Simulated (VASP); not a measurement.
# Rb (Im-3m) in VASP: further runs

Aim: see how the results for Rb move with the level of theory and the settings. Levels: LDA, PBEsol. Tasks: single point.

Program: VASP 6.6.1. These are calculated values, not measurements. Logs are shortened: lines on timing, memory, paths and dates and some standing lists are left out, and cuts for length are marked.

## 1. The cell of the first run

Symmetry: Im-3m, No. 229, cubic system. The conventional cell has a = 5.383 Å, b = 5.383 Å, c = 5.383 Å, α = 90.00°, β = 90.00°, γ = 90.00°.

## 2. Single point, LDA

Contents of INCAR:

```
SYSTEM = Rb
ALGO = Normal
EDIFF = 1E-6
ENCUT = 520
GGA = CA
ISIF = 2
ISMEAR = 1
LASPH = .True.
LCHARG = .False.
LREAL = .False.
LWAVE = .False.
NBANDS = 10
NELM = 100
PREC = Accurate
SIGMA = 0.1
```

Contents of KPOINTS:

```
k-points
0
Gamma
  14 14 14
  0 0 0
```

Contents of POSCAR:

```
Rb
1.0
   -2.6913284244      2.6913284244      2.6913284244
    2.6913284244     -2.6913284244      2.6913284244
    2.6913284244      2.6913284244     -2.6913284244
Rb
1
Direct
    0.0000000000      0.0000000000      0.0000000000
```

Potentials or basis: VASP PAW LDA potentials, release 64 (Rb_sv).

Launch:

```sh
$ cat potpaw_LDA.64/Rb_sv/POTCAR > POTCAR
$ mpirun -np 1 vasp_std > vasp.out
```

OUTCAR:

```text
SYSTEM = Rb
   EDIFF = 1E-6
   ENCUT = 520
   GGA = CA
   ISIF = 2
   ISMEAR = 1
   LASPH = .True.
   LREAL = .False.
   NELM = 100
   PREC = Accurate

 ion  position               nearest neighbor table
   1  0.000  0.000  0.000-

  LATTYP: Found a body centered cubic cell.
 ALAT       =     5.3826568488

  Lattice vectors:

 A1 = (  -2.6913284244,   2.6913284244,   2.6913284244)
 A2 = (   2.6913284244,  -2.6913284244,   2.6913284244)
 A3 = (   2.6913284244,   2.6913284244,  -2.6913284244)

Analysis of symmetry for initial positions (statically):
=====================================================================
 Subroutine PRICEL returns:
 Original cell was already a primitive cell.

 Routine SETGRP: Setting up the symmetry group for a
 body centered cubic supercell.

 Subroutine GETGRP returns: Found 48 space group operations
 (whereof 48 operations were pure point group operations)
 out of a pool of 48 trial point group operations.

The static configuration has the point symmetry O_h .

Analysis of symmetry for dynamics (positions and initial velocities):
=====================================================================
 Subroutine PRICEL returns:
 Original cell was already a primitive cell.

 Routine SETGRP: Setting up the symmetry group for a
 body centered cubic supercell.

 Subroutine GETGRP returns: Found 48 space group operations
 (whereof 48 operations were pure point group operations)
 out of a pool of 48 trial point group operations.

The dynamic configuration has the point symmetry O_h .

 Subroutine INISYM returns: Found 48 space group operations
 (whereof 48 operations are pure point group operations),
 and found     1 'primitive' translations

----------------------------------------------------------------------------------------

                                     Primitive cell

  volume of cell :      77.9758

  direct lattice vectors                    reciprocal lattice vectors
    -2.691328424  2.691328424  2.691328424     0.000000000  0.185781860  0.185781860
     2.691328424 -2.691328424  2.691328424     0.185781860  0.000000000  0.185781860
     2.691328424  2.691328424 -2.691328424     0.185781860  0.185781860  0.000000000

  length of vectors
     4.661517571  4.661517571  4.661517571     0.262735226  0.262735226  0.262735226

  position of ions in fractional coordinates (direct lattice)
     0.000000000  0.000000000  0.000000000

  ion indices of the primitive-cell ions
   primitive index   ion index
                 1           1

----------------------------------------------------------------------------------------

 KPOINTS: k-points

Automatic generation of k-mesh.
 Grid dimensions read from file:
 generate k-points for:   14   14   14

 Generating k-lattice:

  Cartesian coordinates                     Fractional coordinates (reciprocal lattice)
     0.000000000  0.013270133  0.013270133     0.071428571  0.000000000  0.000000000
     0.013270133  0.000000000  0.013270133     0.000000000  0.071428571  0.000000000
     0.013270133  0.013270133  0.000000000     0.000000000  0.000000000  0.071428571

  Length of vectors
     0.018766802  0.018766802  0.018766802

  Shift w.r.t. Gamma in fractional coordinates (k-lattice)
     0.000000000  0.000000000  0.000000000

 Subroutine IBZKPT returns following result:
 ===========================================

 Found    104 irreducible k-points:

 Following reciprocal coordinates:
            Coordinates               Weight
  0.000000  0.000000  0.000000      1.000000
  0.071429  0.000000  0.000000     12.000000
  0.142857  0.000000  0.000000     12.000000
  0.214286  0.000000  0.000000     12.000000
  0.285714  0.000000  0.000000     12.000000
  0.357143  0.000000  0.000000     12.000000
[... 16 lines left out ...]
  0.285714  0.285714  0.000000     24.000000
  0.357143  0.285714 -0.000000     24.000000
 [... further k-points ...]
   k-points           NKPTS =    104   k-points in BZ     NKDIM =    104   number of bands    NBANDS=     10
   number of dos      NEDOS =    301   number of ions     NIONS =      1
   total plane-waves  NPLWV =  46656
   dimension x,y,z NGX =    36 NGY =   36 NGZ =   36
   dimension x,y,z NGXF=    72 NGYF=   72 NGZF=   72
   ions per type =               1
   NGX,Y,Z   is equivalent  to a cutoff of  12.84, 12.84, 12.84 a.u.
   NGXF,Y,Z  is equivalent  to a cutoff of  25.68, 25.68, 25.68 a.u.
 SYSTEM =  Rb
   PREC   = accura    normal or accurate (medium, high low for compatibility)
   ISTART =      0    job   : 0-new  1-cont  2-samecut
   ICHARG =      2    charge: 1-file 2-atom 10-const
   ISPIN  =      1    spin polarized calculation?
   LNONCOLLINEAR =      F non collinear calculations
   LSORBIT =      F    spin-orbit coupling
   LASPH  =      T    aspherical Exc in radial PAW
   ENCUT  =  520.0 eV  38.22 Ry    6.18 a.u.   8.67  8.67  8.67*2*pi/ulx,y,z
   NELM   =    100;   NELMIN=  2; NELMDL= -5     # of ELM steps
   EDIFF  = 0.1E-05   stopping-criterion for ELM
   LREAL  =      F    real-space projection
[... 7 lines left out ...]
   TEBEG  =    0.0;   TEEND  =   0.0 temperature during run
   PSTRESS=    0.0 pullay stress
   NELECT =       9.0000    total number of electrons
   NUPDOWN=      -1.0000    fix difference up-down
   EMIN   =  10.00;   EMAX   =-10.00  energy-range for DOS
   EFERMI =   0.00;   METHOD = LEGACY
   ISMEAR =     1;   SIGMA  =   0.10  broadening in eV -4-tet -1-fermi 0-gaus
   EFERMI_NEDOS =   21; number of points for ismear=-14 and -15
   IALGO  =     38    algorithm
   IMIX   =      4    mixing-type and parameters
     AMIX     =   0.40;   BMIX     =  1.00
     AMIX_MAG =   1.60;   BMIX_MAG =  1.00
  volume/ion in A,a.u.               =      77.98       526.21
  Fermi-wavevector in a.u.,A,eV,Ry     =   0.797081  1.506264  8.644294  0.635338
  Thomas-Fermi vector in A             =   1.903729
   LORBIT       =      0    0 simple, 1 ext, 2 COOP (PROOUT), +10 PAW based schemes
   GGA     = CA    functional components
   LHFCALC =     F    Hartree Fock is set to
   AEXX    =    0.0000 exact exchange contribution
   IVDW    =     0    specifies the selected vdW correction
   LEPSILON=     F    determine dielectric tensor
   LRPA    =     F    only Hartree local field effects (RPA)
 non-spin polarized calculation
 Methfessel and Paxton  Order N= 1 SIGMA  =   0.10
  energy-cutoff  :      520.00
  volume of cell :       77.98
 maximum number of plane-waves:      2127
   NGX = 17   NGY = 17   NGZ = 17

 number of electron       9.0000000 magnetization

 Free energy of the ion-electron system (eV)
  ---------------------------------------------------
  ext. energy  EPLUGINS =         0.00000000
  ---------------------------------------------------
  free energy    TOTEN  =        -1.05942573 eV

  energy without entropy =       -1.05892444  energy(sigma->0) =       -1.05925863

 E-fermi :   0.1427     XC(G=0):  -6.0865

 val. band max:        0.1422221648   @ k =  -0.3571   0.4286   0.1429
 cond. band min:       0.1494719596   @ k =   0.2857   0.2143  -0.0000
 fundamental gap:      0.0072497948
 Fermi energy:         0.1426618518

 k-point     1 :       0.0000    0.0000    0.0000
  band No.  band energies     occupation
      1     -28.5712      2.00000
      2     -12.6506      2.00000
      3     -12.6506      2.00000
      4     -12.6506      2.00000
      5      -2.0476      2.00000
      6       3.8631      0.00000
      7       3.8631      0.00000
      8       3.8631      0.00000
      9       4.9571      0.00000
     10       4.9571      0.00000

 k-point     2 :       0.0714    0.0000    0.0000
  band No.  band energies     occupation
      1     -28.5708      2.00000
      2     -12.6592      2.00000
      3     -12.6533      2.00000
      4     -12.6506      2.00000
      5      -1.9771      2.00000
      6       3.7718      0.00000
      7       3.7795      0.00000
      8       3.9306      0.00000
      9       4.8016      0.00000
     10       4.9347      0.00000

 k-point     3 :       0.1429    0.0000    0.0000
  band No.  band energies     occupation
      1     -28.5695      2.00000
      2     -12.6832      2.00000
      3     -12.6609      2.00000
      4     -12.6507      2.00000
      5      -1.7701      2.00000
      6       3.4527      0.00000
      7       3.5490      0.00000
      8       4.1314      0.00000
      9       4.6594      0.00000
     10       4.8941      0.00000

 k-point     4 :       0.2143    0.0000    0.0000
  band No.  band energies     occupation
      1     -28.5677      2.00000
      2     -12.7173      2.00000
      3     -12.6719      2.00000
      4     -12.6508      2.00000
      5      -1.4393      2.00000
      6       2.9415      0.00000
      7       3.2843      0.00000
      8       4.4606      0.00000
      9       4.7030      0.00000
     10       4.8852      0.00000
[... 222 lines left out ...]
 k-point    22 :       0.3571    0.2143   -0.0000
  band No.  band energies     occupation
      1     -28.5614      2.00000
      2     -12.7936      2.00000
      3     -12.7298      2.00000
      4     -12.6680      2.00000
      5       0.6569     -0.00000
      6       1.3151     -0.00000
      7       2.1497      0.00000
      8       4.4012      0.00000
      9       5.2128      0.00000
     10       5.5438      0.00000

 k-point    23 :       0.2857    0.2857    0.0000
  band No.  band energies     occupation
      1     -28.5613      2.00000
      2     -12.7844      2.00000
      3     -12.7395      2.00000
      4     -12.6702      2.00000
      5       0.6718     -0.00000
      6       1.5551     -0.00000
      7       1.8817     -0.00000
      8       4.5247      0.00000
      9       4.9337      0.00000
     10       5.5270      0.00000

 k-point    24 :       0.3571    0.2857   -0.0000
  band No.  band energies     occupation
      1     -28.5610      2.00000
      2     -12.7778      2.00000
      3     -12.7520      2.00000
      4     -12.6711      2.00000
      5       1.1281     -0.00000
      6       1.2696     -0.00000
      7       1.6995     -0.00000
      8       4.4583      0.00000
      9       5.1237      0.00000
     10       5.2787      0.00000

 [... further k-points ...]
[... 5 lines left out ...]
  --------------------------------------------------------------------------------------
  -------------------------------------------------------------------------------------
  Total       -0.0073712     -0.0073712     -0.0073712     -0.0000000      0.0000000      0.0000000
  in kB       -0.1514558     -0.1514558     -0.1514558     -0.0000000      0.0000000      0.0000000
  external PRESSURE =      -0.1514558 kB  Pullay stress =       0.0000000 kB

 VOLUME and BASIS-vectors are now :
 -----------------------------------------------------------------------------
  energy-cutoff  :      520.00
  volume of cell :       77.98
      direct lattice vectors                 reciprocal lattice vectors
    -2.691328424  2.691328424  2.691328424     0.000000000  0.185781860  0.185781860
     2.691328424 -2.691328424  2.691328424     0.185781860  0.000000000  0.185781860
     2.691328424  2.691328424 -2.691328424     0.185781860  0.185781860  0.000000000

 POSITION                                       TOTAL-FORCE (eV/Angst)
 -----------------------------------------------------------------------------------
      0.00000      0.00000      0.00000         0.000000      0.000000     -0.000000
 -----------------------------------------------------------------------------------
    total drift:                               -0.000000      0.000000      0.000000

  FREE ENERGIE OF THE ION-ELECTRON SYSTEM (eV)
  ---------------------------------------------------
  free  energy   TOTEN  =        -1.0594257283 eV

  energy  without entropy=       -1.0589244421  energy(sigma->0) =       -1.05925863
```

It took 40 s on 1 thread of Intel Xeon Platinum 8375C at 2.90GHz (Ice Lake), shared host; peak memory 0.21 GiB.

What came out:

| Quantity | Value |
| --- | --- |
| Free energy | -1.0594 eV |
| Pressure | 0.0 GPa |
| Band gap on the k mesh | zero (an odd number of electrons rules out a gap without spin polarisation) |

## 3. Single point, PBEsol

This run uses another cell than the first one, of 87.34 Å³/atom.

Contents of INCAR:

```
PREC = Accurate
ENCUT = 520
EDIFF = 1E-6
ISMEAR = 1
SIGMA = 0.1
LREAL = False
LASPH = True
NELM = 60
ALGO = Normal
ISIF = 2
LWAVE = False
LCHARG = False
GGA = PS
NBANDS = 10
```

Contents of KPOINTS:

```
regular mesh
0
Gamma
  14 14 14
```

Contents of POSCAR:

```
Rb
1.0
   -2.7950000000      2.7950000000      2.7950000000
    2.7950000000     -2.7950000000      2.7950000000
    2.7950000000      2.7950000000     -2.7950000000
Rb
1
Direct
    0.0000000000      0.0000000000      0.0000000000
```

Potentials or basis: VASP PAW PBE potentials, release 64 (Rb_sv).

Launch:

```sh
$ cat potpaw_PBE.64/Rb_sv/POTCAR > POTCAR
$ mpirun -np 1 vasp_std > vasp.out
```

It took 43 s on 1 thread of Intel Xeon Platinum 8375C at 2.90GHz (Ice Lake), shared host; peak memory 0.25 GiB.

Results (log left out):

```yaml
Free_energy: -1.0243 eV
Pressure: 0.0 GPa
Band_gap_on_the_k_mesh: zero (an odd number of electrons rules out a gap without spin polarisation)
```

Levels at points of the mesh, in eV from the Fermi level:
```csv
k point,band 1,band 2,band 3,band 4,band 5,band 6,band 7,band 8
"(0.00, 0.00, 0.00)",-28.82,-12.87,-12.87,-12.87,-2.02,3.73,3.73,3.73
"(0.50, 0.00, 0.00)",-28.82,-12.98,-12.90,-12.87,0.24,0.82,2.60,4.36
"(0.50, 0.50, 0.50)",-28.82,-12.95,-12.95,-12.95,1.25,1.25,3.36,3.36
```

Caveat: the PAW data sets were made with another functional, which shifts forces and pressure a little.

## 4. Single point, LDA

Contents of INCAR:

```
SYSTEM = Rb
PREC = Accurate
ENCUT = 520
EDIFF = 1E-6
ISMEAR = 1
SIGMA = 0.1
LREAL = .FALSE.
LASPH = .TRUE.
NELM = 100
ALGO = Normal
ISIF = 2
LWAVE = .FALSE.
LCHARG = .TRUE.
LELF = .TRUE.
LVHAR = .TRUE.
NBANDS = 10
```

Contents of KPOINTS:

```
Automatic mesh
0
G
  21 21 21
  0 0 0
```

Contents of POSCAR:

```
Rb
1.0
   -2.6913284240      2.6913284240      2.6913284240
    2.6913284240     -2.6913284240      2.6913284240
    2.6913284240      2.6913284240     -2.6913284240
Rb
1
Direct
    0.0000000000      0.0000000000      0.0000000000
```

Potentials or basis: VASP PAW LDA potentials, release 64 (Rb_sv).

Launch:

```sh
$ cat potpaw_LDA.64/Rb_sv/POTCAR > POTCAR
$ mpirun -np 1 vasp_std > vasp.out
```

It took 2.2 min on 1 thread of Intel Xeon Platinum 8375C at 2.90GHz (Ice Lake), shared host; peak memory 0.32 GiB.

Results (log left out):

```yaml
Free_energy: -1.0598 eV
Pressure: 0.0 GPa
Band_gap_on_the_k_mesh: zero (an odd number of electrons rules out a gap without spin polarisation)
```

Levels at points of the mesh, in eV from the Fermi level:
```
           k point  band 1  band 2  band 3  band 4  band 5  band 6  band 7  band 8
(0.00, 0.00, 0.00)  -28.74  -12.81  -12.81  -12.81   -2.21    3.70    3.70    3.70
```

## 5. Single point, PBEsol

This run uses another cell than the first one, of 87.34 Å³/atom.

Contents of INCAR:

```
SYSTEM = Rb
PREC     = Accurate       ! precision mode
ENCUT    = 520            ! plane-wave cutoff, eV
EDIFF    = 1E-7           ! SCF threshold, eV
ISMEAR   = 1              ! smearing method
SIGMA    = 0.1            ! smearing width, eV
LREAL    = .False.        ! projectors in reciprocal space
LASPH    = .True.         ! aspherical terms in the spheres
NELM     = 80             ! most SCF steps
ALGO     = Normal         ! electronic algorithm
ISIF     = 2              ! what is computed and relaxed
LWAVE    = .False.        ! write WAVECAR
LCHARG   = .False.        ! write CHGCAR
GGA      = PS             ! functional
NBANDS   = 10             ! bands
```

Contents of KPOINTS:

```
Automatic mesh
0
Gamma
  20 20 20
  0 0 0
```

Contents of POSCAR:

```
Rb
1.0
   -2.7950000000      2.7950000000      2.7950000000
    2.7950000000     -2.7950000000      2.7950000000
    2.7950000000      2.7950000000     -2.7950000000
Rb
1
Direct
    0.0000000000      0.0000000000      0.0000000000
```

Potentials or basis: VASP PAW PBE potentials, release 64 (Rb_sv).

Launch:

```sh
$ cat potpaw_PBE.64/Rb_sv/POTCAR > POTCAR
$ mpirun -np 1 vasp_std > vasp.out
```

It took 2.2 min on 1 thread of Intel Xeon Platinum 8375C at 2.90GHz (Ice Lake), shared host; peak memory 0.35 GiB.

Results (log left out):

| Quantity | Value |
| --- | --- |
| Free energy | -1.0247 eV |
| Pressure | 0.0 GPa |
| Band gap on the k mesh | zero (an odd number of electrons rules out a gap without spin polarisation) |

Levels at points of the mesh, in eV from the Fermi level:
```csv
k point,band 1,band 2,band 3,band 4,band 5,band 6,band 7,band 8,band 9
"(0.00, 0.00, 0.00)",-28.84,-12.88,-12.88,-12.88,-2.03,3.72,3.72,3.72,4.69
"(0.50, 0.00, 0.00)",-28.83,-12.99,-12.92,-12.88,0.22,0.81,2.59,4.35,5.28
"(0.50, 0.50, 0.50)",-28.83,-12.96,-12.96,-12.96,1.23,1.23,3.35,3.35,3.35
```

Caveat: the PAW data sets were made with another functional, which shifts forces and pressure a little.

## 6. The runs side by side

| level | potentials or basis | cell | k mesh | gap on the mesh (eV) | pressure (GPa) |
| --- | --- | --- | --- | --- | --- |
| LDA | VASP PAW LDA potentials, release 64 (Rb_sv) | a = 4.662 Å, angles 109.5°, 1 atom | 14 × 14 × 14 | none | 0.0 |
| PBEsol | VASP PAW PBE potentials, release 64 (Rb_sv) | a = 4.841 Å, angles 109.5°, 1 atom | 14 × 14 × 14 | none | 0.0 |
| LDA | VASP PAW LDA potentials, release 64 (Rb_sv) | a = 4.662 Å, angles 109.5°, 1 atom | 21 × 21 × 21 | none | 0.0 |
| PBEsol | VASP PAW PBE potentials, release 64 (Rb_sv) | a = 4.841 Å, angles 109.5°, 1 atom | 20 × 20 × 20 | none | 0.0 |

Alike in all rows: task single point; no spin polarisation; cutoff (eV) 520; smearing methfessel-paxton 0.1 eV.

Caveats: the PAW data sets were made with another functional, which shifts forces and pressure a little (at least some runs).

Absolute energies hang on the potentials; compare differences alone.

The gap in the log of VASP goes by the Fermi energy; the results here count the filled bands.